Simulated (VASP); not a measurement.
A run of VASP 6.6.1 is set up as follows.

File INCAR:

```
ALGO = Normal ; EDIFF = 1E-7
ENCUT = 520 ; GGA = PE
ISIF = 2 ; ISMEAR = 0
ISPIN = 2 ; LASPH = True
LCHARG = True ; LELF = True
LORBIT = 11 ; LREAL = False
LVHAR = True ; LWAVE = False
MAGMOM = 0.5 0.5 0.5 0.5 ; NBANDS = 28
NELM = 150 ; PREC = Accurate
SIGMA = 0.05
```

File KPOINTS:

```
k-points
0
Gamma
  1 1 10
```

File POSCAR:

```
BaTe
1.0
   12.3000000000      0.0000000000      0.0000000000
    0.0000000000      9.3000000000      0.0000000000
    0.0000000000      0.0000000000      6.6154384228
Ba Te
2 2
Direct
    0.3754104900      0.5000000000      0.0000000000
    0.6245895100      0.5000000000      0.5000000000
    0.3572445987      0.5000000000      0.5000000000
    0.6427554013      0.5000000000      0.0000000000
```

Potentials or basis: VASP PAW PBE potentials, release 64 (Ba_sv, Te).

Launch:

```bash
$ cat potpaw_PBE.64/Ba_sv/POTCAR potpaw_PBE.64/Te/POTCAR > POTCAR
$ mpirun -np 1 vasp_std > vasp.out
```

Question: Predict the net moment.

Answer: 0.00 μB per cell.

Question: Predict the largest force.

Answer: 0.047 eV/Å.

Question: What does it give for the band gap on the k mesh?

Answer: 2.12 eV.

Forces on the atoms (eV/Å):
```
Ba  -0.034  0.000  0.000
Ba   0.034  0.000  0.000
Te  -0.047  0.000  0.000
Te   0.047  0.000  0.000
```

Caveat: spin-orbit coupling is left out, which moves the levels of the heavy elements.
